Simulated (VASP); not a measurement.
# HfH2 (I4/mmm) in VASP: notebook, part 3 of 3

VASP 6.6.1.

### Step 5. Single point, PBEsol (uniaxial strain along c: -2.0 %)

The input, INCAR:

```
PREC = Accurate
ENCUT = 520
EDIFF = 1E-6
ISMEAR = 0
SIGMA = 0.1
LREAL = F
LASPH = T
NELM = 60
ALGO = Normal
ISIF = 2
LWAVE = F
LCHARG = T
GGA = PS
LELF = T
LVHAR = T
NBANDS = 21
```

The input, KPOINTS:

```
Automatic mesh
0
Gamma
  10 10 8
```

The input, POSCAR:

```
HfH2
1.0
    3.4815905005      0.0000000000      0.0000000000
    0.0000000000      3.4815905005      0.0000000000
    0.0000000000      0.0000000000      4.1529182209
Hf H
2 4
Direct
    0.0000000000      0.0000000000      0.0000000000
    0.5000000000      0.5000000000      0.5000000000
    0.0000000000      0.5000000000      0.2500000000
    0.5000000000      0.0000000000      0.2500000000
    0.5000000000      0.0000000000      0.7500000000
    0.0000000000      0.5000000000      0.7500000000
```

Potentials or basis: VASP PAW PBE potentials, release 64 (Hf_pv, H).

Command:

```bash
> cat potpaw_PBE.64/Hf_pv/POTCAR potpaw_PBE.64/H/POTCAR > POTCAR
> mpirun -np 1 vasp_std > vasp.out
```

OUTCAR:

```text
PREC = Accurate
   ENCUT = 520
   EDIFF = 1E-6
   ISMEAR = 0
   LREAL = F
   LASPH = T
   NELM = 60
   ISIF = 2
   GGA = PS

 ion  position               nearest neighbor table
   1  0.000  0.000  0.000-   3 2.03   4 2.03   5 2.03   6 2.03   3 2.03   6 2.03   4 2.03   5 2.03
                             2 3.22   2 3.22   2 3.22   2 3.22   2 3.22   2 3.22   2 3.22   2 3.22
   2  0.500  0.500  0.500-   3 2.03   4 2.03   5 2.03   6 2.03   4 2.03   5 2.03   3 2.03   6 2.03
                             1 3.22   1 3.22   1 3.22   1 3.22   1 3.22   1 3.22   1 3.22   1 3.22
   3  0.000  0.500  0.250-   1 2.03   2 2.03   1 2.03   2 2.03
   4  0.500  0.000  0.250-   1 2.03   2 2.03   2 2.03   1 2.03
   5  0.500  0.000  0.750-   1 2.03   2 2.03   2 2.03   1 2.03
[... 802 lines left out ...]
  Total       -0.0143928     -0.0143928      0.5596490      0.0000000      0.0000000      0.0000000
  in kB       -0.4580846     -0.4580846     17.8121995      0.0000000      0.0000000      0.0000000
  external PRESSURE =       5.6320101 kB  Pullay stress =       0.0000000 kB

 VOLUME and BASIS-vectors are now :
 -----------------------------------------------------------------------------
  energy-cutoff  :      520.00
  volume of cell :       50.34
      direct lattice vectors                 reciprocal lattice vectors
     3.481590500  0.000000000  0.000000000     0.287225048  0.000000000  0.000000000
     0.000000000  3.481590500  0.000000000     0.000000000  0.287225048  0.000000000
     0.000000000  0.000000000  4.152918221     0.000000000  0.000000000  0.240794532

 POSITION                                       TOTAL-FORCE (eV/Angst)
 -----------------------------------------------------------------------------------
      0.00000      0.00000      0.00000        -0.000000     -0.000000      0.000000
      1.74080      1.74080      2.07646         0.000000      0.000000     -0.000000
      0.00000      1.74080      1.03823        -0.000000     -0.000000      0.000000
      1.74080      0.00000      1.03823        -0.000000     -0.000000      0.000000
      1.74080      0.00000      3.11469        -0.000000     -0.000000      0.000000
      0.00000      1.74080      3.11469        -0.000000     -0.000000      0.000000
 -----------------------------------------------------------------------------------
    total drift:                                0.000000      0.000000      0.000000

  FREE ENERGIE OF THE ION-ELECTRON SYSTEM (eV)
  ---------------------------------------------------
  free  energy   TOTEN  =       -37.5825742843 eV

  energy  without entropy=      -37.5786436571  energy(sigma->0) =      -37.58060897
```

OSZICAR:

```text
N       E                     dE             d eps       ncg     rms          rms(c)
DAV:   1     0.614979797827E+02    0.61498E+02   -0.12871E+04  4426   0.109E+03
DAV:   2    -0.364610276743E+02   -0.97959E+02   -0.94911E+02  5310   0.260E+02
DAV:   3    -0.397959173018E+02   -0.33349E+01   -0.33084E+01  5928   0.337E+01
DAV:   4    -0.398187041439E+02   -0.22787E-01   -0.22779E-01  5334   0.310E+00
DAV:   5    -0.398189163464E+02   -0.21220E-03   -0.21220E-03  5645   0.269E-01    0.708E+01
DAV:   6    -0.380046169004E+02    0.18143E+01   -0.19658E+00  5083   0.748E+00    0.444E+01
DAV:   7    -0.376764201262E+02    0.32820E+00   -0.28468E+00  5268   0.872E+00    0.644E+00
DAV:   8    -0.375865205858E+02    0.89900E-01   -0.53341E-01  4875   0.404E+00    0.276E+00
DAV:   9    -0.375827297698E+02    0.37908E-02   -0.20726E-02  5093   0.906E-01    0.749E-01
DAV:  10    -0.375825839337E+02    0.14584E-03   -0.20258E-03  5319   0.254E-01    0.446E-01
DAV:  11    -0.375825745072E+02    0.94264E-05   -0.87468E-05  5243   0.573E-02    0.153E-02
DAV:  12    -0.375825742843E+02    0.22295E-06   -0.23359E-06  5327   0.942E-03
   1 F= -.37582574E+02 E0= -.37580609E+02  d E =-.393063E-02
```

stdout:

```text
POSCAR found type information on POSCAR HfH
 POSCAR found :  2 types and       6 ions
 scaLAPACK will be used
 -----------------------------------------------------------------------------
|                                                                             |
|                                                                             |
|     You enforced a specific xc type in the INCAR file but a different       |
|     I HOPE YOU KNOW WHAT YOU ARE DOING!                                     |
|                                                                             |
 -----------------------------------------------------------------------------

 LDA part: xc-table for (Slater+PW92), standard interpolation
 POSCAR, INCAR and KPOINTS ok, starting setup
 FFT: planning ... GRIDC
 FFT: planning ... GRID_SOFT
 FFT: planning ... GRID
 WAVECAR not read
 entering main loop
```

Run time: 43 s. Hardware: 1 thread of Intel Xeon 6975P-C (Granite Rapids), shared host; peak memory 0.23 GiB.

Results:

| Item | Value |
| --- | --- |
| Free energy | -37.5826 eV |
| Pressure | 0.6 GPa |
| Band gap on the k mesh | zero (bands 12 and 13 overlap by 1.15 eV) |

Stress tensor (GPa, compression positive):
```
-0.05  0.00  0.00
 0.00 -0.05  0.00
 0.00  0.00  1.78
```

Caveat: the cell differs from its parent crystal (uniaxial strain along c: -2.0 %); the PAW data sets were made with another functional, which shifts forces and pressure a little; spin-orbit coupling is left out, which moves the levels of the heavy elements.

### Step 6. Summary

```tsv
cell	k mesh	gap on the mesh (eV)	pressure (GPa)
a = 3.287 Å, angles 116.1, 116.1, 96.9°, 3 atoms, atomic positions A	8 × 8 × 8	none	-5.8
a = 3.434 Å, angles 115.7, 115.7, 97.7°, 3 atoms, atomic positions A	16 × 16 × 16	none	-19.8
a = 3.490, b = 3.490, c = 4.111 Å, 6 atoms, atomic positions B	10 × 10 × 8	none	1.2
a = 3.482, b = 3.482, c = 4.153 Å, 6 atoms, atomic positions B	10 × 10 × 8	none	0.6
```

Alike in all rows: task single point; level PBEsol; potentials or basis VASP PAW PBE potentials, release 64 (Hf_pv, H); no spin polarisation; cutoff (eV) 520; smearing gaussian 0.1 eV.

Caveats: the PAW data sets were made with another functional, which shifts forces and pressure a little; spin-orbit coupling is left out, which moves the levels of the heavy elements; the cell stands under tension (at least some runs).

Total energies depend on the potentials used, so only differences within one code and one set of settings carry meaning.
